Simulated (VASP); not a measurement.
# InAsS4 (P4/mmm) in VASP: notebook

InAsS4 is run at these levels: PBE; tasks: single point, relaxation of cell and atoms.

Program: VASP 6.6.1. These are calculated values, not measurements. Logs are shortened: lines on timing, memory, paths and dates and some standing lists are left out, and cuts for length are marked.

## 1. The cell of the first run

Symmetry: P4/mmm, No. 123, tetragonal system. Conventional cell: a = 4.104 Å, b = 4.104 Å, c = 6.912 Å, α = 90.00°, β = 90.00°, γ = 90.00°. In (site symmetry 4/mmm) has 10 S at 2.74 to 2.99 Å within 3.6 Å. As (site symmetry 4/mmm) has 10 S at 2.73 to 2.99 Å within 3.6 Å. S (site symmetry 4mm) has 1 S at 1.44 Å within 1.9 Å. S (site symmetry 4mm) has 1 S at 1.45 Å within 1.9 Å.

## 2. Single point, PBE

File INCAR:

```
  ALGO = Normal
  EDIFF = 1E-6
  ENCUT = 520
  GGA = PE
  ISIF = 2
  ISMEAR = 0
  LASPH = T
  LCHARG = F
  LREAL = F
  LWAVE = F
  NBANDS = 30
  NELM = 80
  PREC = Accurate
  SIGMA = 0.1
```

File KPOINTS:

```
k-points
0
Gamma
  4 4 4
```

File POSCAR:

```
InAsS4
1.0
    4.1040233200      0.0000000000      0.0000000000
    0.0000000000      4.1040233200      0.0000000000
    0.0000000000      0.0000000000      6.9119767400
In As S
1 1 4
Direct
    0.0000000000      0.0000000000      0.0000000000
    0.5000000000      0.5000000000      0.5000000000
    0.0000000000      0.0000000000      0.6038380300
    0.5000000000      0.5000000000      0.1051980000
    0.5000000000      0.5000000000      0.8948020000
    0.0000000000      0.0000000000      0.3961619700
```

Potentials or basis: VASP PAW PBE potentials, release 64 (In_d, As, S).

Started as:

```
$ cat potpaw_PBE.64/In_d/POTCAR potpaw_PBE.64/As/POTCAR potpaw_PBE.64/S/POTCAR > POTCAR
$ mpirun -np 1 vasp_std > vasp.out
```

OUTCAR:

```text
EDIFF = 1E-6
   ENCUT = 520
   GGA = PE
   ISIF = 2
   ISMEAR = 0
   LASPH = T
   LREAL = F
   NELM = 80
   PREC = Accurate

 ion  position               nearest neighbor table
   1  0.000  0.000  0.000-   3 2.74   6 2.74   5 2.99   4 2.99   4 2.99   5 2.99   4 2.99   5 2.99
                             4 2.99   5 2.99
   2  0.500  0.500  0.500-   4 2.73   5 2.73
   3  0.000  0.000  0.604-   6 1.44   1 2.74
   4  0.500  0.500  0.105-   5 1.45   2 2.73   1 2.99   1 2.99   1 2.99   1 2.99
   5  0.500  0.500  0.895-   4 1.45   2 2.73   1 2.99   1 2.99   1 2.99   1 2.99
   6  0.000  0.000  0.396-   3 1.44   1 2.74

  LATTYP: Found a simple tetragonal cell.
 ALAT       =     4.1040233200
 C/A-ratio  =     1.6841952886

  Lattice vectors:

 A1 = (   4.1040233200,   0.0000000000,   0.0000000000)
 A2 = (   0.0000000000,   4.1040233200,   0.0000000000)
 A3 = (   0.0000000000,   0.0000000000,   6.9119767400)

Analysis of symmetry for initial positions (statically):
=====================================================================
 Subroutine PRICEL returns:
 Original cell was already a primitive cell.

 Routine SETGRP: Setting up the symmetry group for a
 simple tetragonal supercell.

 Subroutine GETGRP returns: Found 16 space group operations
 (whereof 16 operations were pure point group operations)
 out of a pool of 16 trial point group operations.

The static configuration has the point symmetry D_4h.

Analysis of symmetry for dynamics (positions and initial velocities):
=====================================================================
 Subroutine PRICEL returns:
 Original cell was already a primitive cell.

 Routine SETGRP: Setting up the symmetry group for a
 simple tetragonal supercell.

 Subroutine GETGRP returns: Found 16 space group operations
 (whereof 16 operations were pure point group operations)
 out of a pool of 16 trial point group operations.

The dynamic configuration has the point symmetry D_4h.

 Subroutine INISYM returns: Found 16 space group operations
 (whereof 16 operations are pure point group operations),
 and found     1 'primitive' translations

----------------------------------------------------------------------------------------

                                     Primitive cell

  volume of cell :     116.4185

  direct lattice vectors                    reciprocal lattice vectors
     4.104023320  0.000000000  0.000000000     0.243663333  0.000000000  0.000000000
     0.000000000  4.104023320  0.000000000     0.000000000  0.243663333  0.000000000
     0.000000000  0.000000000  6.911976740     0.000000000  0.000000000  0.144676413

  length of vectors
     4.104023320  4.104023320  6.911976740     0.243663333  0.243663333  0.144676413

  position of ions in fractional coordinates (direct lattice)
     0.000000000  0.000000000  0.000000000
     0.500000000  0.500000000  0.500000000
     0.000000000  0.000000000  0.603838030
     0.500000000  0.500000000  0.105198000
     0.500000000  0.500000000  0.894802000
     0.000000000  0.000000000  0.396161970

  ion indices of the primitive-cell ions
   primitive index   ion index
                 1           1
                 2           2
                 3           3
                 4           4
                 5           5
                 6           6

----------------------------------------------------------------------------------------

 KPOINTS: k-points

Automatic generation of k-mesh.
 Grid dimensions read from file:
 generate k-points for:    4    4    4

 Generating k-lattice:

  Cartesian coordinates                     Fractional coordinates (reciprocal lattice)
     0.060915833  0.000000000  0.000000000     0.250000000  0.000000000  0.000000000
     0.000000000  0.060915833  0.000000000     0.000000000  0.250000000  0.000000000
     0.000000000  0.000000000  0.036169103     0.000000000  0.000000000  0.250000000

  Length of vectors
     0.060915833  0.060915833  0.036169103

  Shift w.r.t. Gamma in fractional coordinates (k-lattice)
     0.000000000  0.000000000  0.000000000

 Subroutine IBZKPT returns following result:
 ===========================================

 Found     18 irreducible k-points:

 Following reciprocal coordinates:
            Coordinates               Weight
  0.000000  0.000000  0.000000      1.000000
  0.250000  0.000000  0.000000      4.000000
  0.500000  0.000000  0.000000      2.000000
  0.250000  0.250000  0.000000      4.000000
  0.500000  0.250000  0.000000      4.000000
  0.500000  0.500000  0.000000      1.000000
[... 10 lines left out ...]
  0.500000  0.250000  0.500000      4.000000
  0.500000  0.500000  0.500000      1.000000
   k-points           NKPTS =     18   k-points in BZ     NKDIM =     18   number of bands    NBANDS=     30
   number of dos      NEDOS =    301   number of ions     NIONS =      6
   total plane-waves  NPLWV =  55296
   dimension x,y,z NGX =    32 NGY =   32 NGZ =   54
   dimension x,y,z NGXF=    64 NGYF=   64 NGZF=  108
   ions per type =               1   1   4
   NGX,Y,Z   is equivalent  to a cutoff of  12.96, 12.96, 12.99 a.u.
   NGXF,Y,Z  is equivalent  to a cutoff of  25.93, 25.93, 25.98 a.u.
 SYSTEM =  unknown system
   PREC   = accura    normal or accurate (medium, high low for compatibility)
   ISTART =      0    job   : 0-new  1-cont  2-samecut
   ICHARG =      2    charge: 1-file 2-atom 10-const
   ISPIN  =      1    spin polarized calculation?
   LNONCOLLINEAR =      F non collinear calculations
   LSORBIT =      F    spin-orbit coupling
   LASPH  =      T    aspherical Exc in radial PAW
   ENCUT  =  520.0 eV  38.22 Ry    6.18 a.u.   7.63  7.63 12.85*2*pi/ulx,y,z
   NELM   =     80;   NELMIN=  2; NELMDL= -5     # of ELM steps
   EDIFF  = 0.1E-05   stopping-criterion for ELM
   LREAL  =      F    real-space projection
   EDIFFG = 0.1E-04   stopping-criterion for IOM
   NSW    =      0    number of steps for IOM
   IBRION =     -1    ionic relax: 0-MD 1-quasi-New 2-CG
   NFREE  =      0    steps in history (QN), initial steepest desc. (CG)
   ISIF   =      2    stress and relaxation
   ISYM   =      2    0-nonsym 1-usesym 2-fastsym
   POTIM  = 0.5000    time-step for ionic-motion
   TEBEG  =    0.0;   TEEND  =   0.0 temperature during run
   PSTRESS=    0.0 pullay stress
   NELECT =      42.0000    total number of electrons
   NUPDOWN=      -1.0000    fix difference up-down
   EMIN   =  10.00;   EMAX   =-10.00  energy-range for DOS
   EFERMI =   0.00;   METHOD = LEGACY
   ISMEAR =     0;   SIGMA  =   0.10  broadening in eV -4-tet -1-fermi 0-gaus
   EFERMI_NEDOS =   21; number of points for ismear=-14 and -15
   IALGO  =     38    algorithm
   IMIX   =      4    mixing-type and parameters
     AMIX     =   0.40;   BMIX     =  1.00
     AMIX_MAG =   1.60;   BMIX_MAG =  1.00
  volume/ion in A,a.u.               =      19.40       130.94
  Fermi-wavevector in a.u.,A,eV,Ry     =   1.165424  2.202332 18.479611  1.358213
  Thomas-Fermi vector in A             =   2.301950
   LORBIT       =      0    0 simple, 1 ext, 2 COOP (PROOUT), +10 PAW based schemes
   GGA     = PE    functional components
   LHFCALC =     F    Hartree Fock is set to
   AEXX    =    0.0000 exact exchange contribution
   IVDW    =     0    specifies the selected vdW correction
   LEPSILON=     F    determine dielectric tensor
   LRPA    =     F    only Hartree local field effects (RPA)
 non-spin polarized calculation
 Gauss-broadening in eV      SIGMA  =   0.10
  energy-cutoff  :      520.00
  volume of cell :      116.42
 maximum number of plane-waves:      3154
 NGX is ok and might be reduce to    32
   NGX = 15   NGY = 15   NGZ = 25

 number of electron      41.9999982 magnetization

 Free energy of the ion-electron system (eV)
  ---------------------------------------------------
  ext. energy  EPLUGINS =         0.00000000
  ---------------------------------------------------
  free energy    TOTEN  =        -3.05979615 eV

  energy without entropy =       -3.02653918  energy(sigma->0) =       -3.04316767

 E-fermi :   6.7352     XC(G=0): -10.1294

 val. band max:        6.7290728832   @ k =   0.5000   0.0000   0.0000
 cond. band min:       6.7382510353   @ k =   0.5000   0.2500   0.5000
 fundamental gap:      0.0091781521
 Fermi energy:         6.7352294014

 k-point     1 :       0.0000    0.0000    0.0000
  band No.  band energies     occupation
      1     -13.9635      2.00000
      2     -13.7175      2.00000
      3      -7.8563      2.00000
      4      -7.8435      2.00000
      5      -7.8321      2.00000
      6      -7.7542      2.00000
[... 22 lines left out ...]
     29      11.5201      0.00000
     30      12.7352      0.00000

 k-point     2 :       0.2500    0.0000    0.0000
  band No.  band energies     occupation
      1     -13.8957      2.00000
      2     -13.6907      2.00000
      3      -7.8854      2.00000
      4      -7.8633      2.00000
      5      -7.8236      2.00000
      6      -7.7801      2.00000
[... 22 lines left out ...]
     29      12.4272      0.00000
     30      14.1961      0.00000

 k-point     3 :       0.5000    0.0000    0.0000
  band No.  band energies     occupation
      1     -13.8192      2.00000
      2     -13.6701      2.00000
      3      -7.9262      2.00000
      4      -7.8903      2.00000
      5      -7.8047      2.00000
      6      -7.7974      2.00000
[... 22 lines left out ...]
     29      13.6879      0.00000
     30      14.6255      0.00000

 k-point     4 :       0.2500    0.2500    0.0000
  band No.  band energies     occupation
      1     -13.8538      2.00000
      2     -13.6636      2.00000
      3      -7.8929      2.00000
      4      -7.8225      2.00000
      5      -7.8132      2.00000
      6      -7.7776      2.00000
[... 418 lines left out ...]
     29      12.9836      0.00000
     30      13.3637      0.00000

 k-point    17 :       0.5000    0.2500    0.5000
  band No.  band energies     occupation
      1     -13.8090      2.00000
      2     -13.6301      2.00000
      3      -7.9111      2.00000
      4      -7.8399      2.00000
      5      -7.7936      2.00000
      6      -7.7873      2.00000
[... 22 lines left out ...]
     29      13.3076      0.00000
     30      13.9371      0.00000

 k-point    18 :       0.5000    0.5000    0.5000
  band No.  band energies     occupation
      1     -13.8011      2.00000
      2     -13.5957      2.00000
      3      -7.8938      2.00000
      4      -7.7770      2.00000
      5      -7.7770      2.00000
      6      -7.7612      2.00000
[... 22 lines left out ...]
     29      14.5158      0.00000
     30      14.5280      0.00000

------------------------ aborting loop because EDIFF is reached ----------------------------------------

  FORCE on cell =-STRESS in cart. coord.  units (eV):
  Direction    XX          YY          ZZ          XY          YZ          ZX
  --------------------------------------------------------------------------------------
  -------------------------------------------------------------------------------------
  Total        5.8165252      5.8165252    142.2824980      0.0000000     -0.0000000      0.0000000
  in kB       80.0483328     80.0483328   1958.1238447      0.0000000     -0.0000000      0.0000000
  external PRESSURE =     706.0735034 kB  Pullay stress =       0.0000000 kB

 VOLUME and BASIS-vectors are now :
 -----------------------------------------------------------------------------
  energy-cutoff  :      520.00
  volume of cell :      116.42
      direct lattice vectors                 reciprocal lattice vectors
     4.104023320  0.000000000  0.000000000     0.243663333  0.000000000  0.000000000
     0.000000000  4.104023320  0.000000000     0.000000000  0.243663333  0.000000000
     0.000000000  0.000000000  6.911976740     0.000000000  0.000000000  0.144676413

 POSITION                                       TOTAL-FORCE (eV/Angst)
 -----------------------------------------------------------------------------------
      0.00000      0.00000      0.00000         0.000000      0.000000      0.000000
      2.05201      2.05201      3.45599         0.000000      0.000000      0.000000
      0.00000      0.00000      4.17371        -0.000000      0.000000     46.498866
      2.05201      2.05201      0.72713         0.000000     -0.000000     45.181448
      2.05201      2.05201      6.18485         0.000000      0.000000    -45.181448
      0.00000      0.00000      2.73826         0.000000     -0.000000    -46.498866
 -----------------------------------------------------------------------------------
    total drift:                                0.000000     -0.000000      0.000000

  FREE ENERGIE OF THE ION-ELECTRON SYSTEM (eV)
  ---------------------------------------------------
  free  energy   TOTEN  =        -3.0597961546 eV

  energy  without entropy=       -3.0265391815  energy(sigma->0) =       -3.04316767
```

It took 60 s on 1 thread of Intel Xeon Platinum 8375C at 2.90GHz (Ice Lake), shared host; peak memory 0.24 GiB.

What came out:

| Property | Result |
| --- | --- |
| Free energy | -3.0598 eV |
| Pressure | 70.6 GPa |
| Largest force | 46.499 eV/Å |
| Band gap on the k mesh | zero (band 21 reaches 7.84 eV, above the bottom of band 22 at 6.40 eV) |

Forces in eV/Å, atoms in the order of the input:
```
In    0.000   0.000   0.000
As    0.000   0.000   0.000
S     0.000   0.000  46.499
S     0.000   0.000  45.181
S     0.000   0.000 -45.181
S     0.000   0.000 -46.499
```

Levels at points of the mesh, in eV from the Fermi level:
```csv
k point,band 19,band 20,band 21,band 22,band 23,band 24
"(0.00, 0.00, 0.00)",-0.90,-0.60,1.10,1.10,1.37,1.37
"(0.50, 0.00, 0.00)",-1.35,-0.91,-0.06,-0.01,0.31,0.31
"(0.50, 0.50, 0.00)",-2.32,-0.31,1.10,1.10,1.16,1.16
"(0.00, 0.00, 0.50)",-0.28,0.01,0.01,1.65,1.65,1.68
"(0.50, 0.00, 0.50)",-1.34,-0.81,-0.56,-0.34,-0.17,0.87
"(0.50, 0.50, 0.50)",-1.06,-1.00,-1.00,1.17,1.49,1.49
```

Caveat: the k points lie up to 0.38 Å⁻¹ apart; spin-orbit coupling is left out, which moves the levels of the heavy elements; forces of over 1 eV/Å act on the atoms, so gaps and moduli don't describe the material at rest.

(Continued in part 2 of 3.)
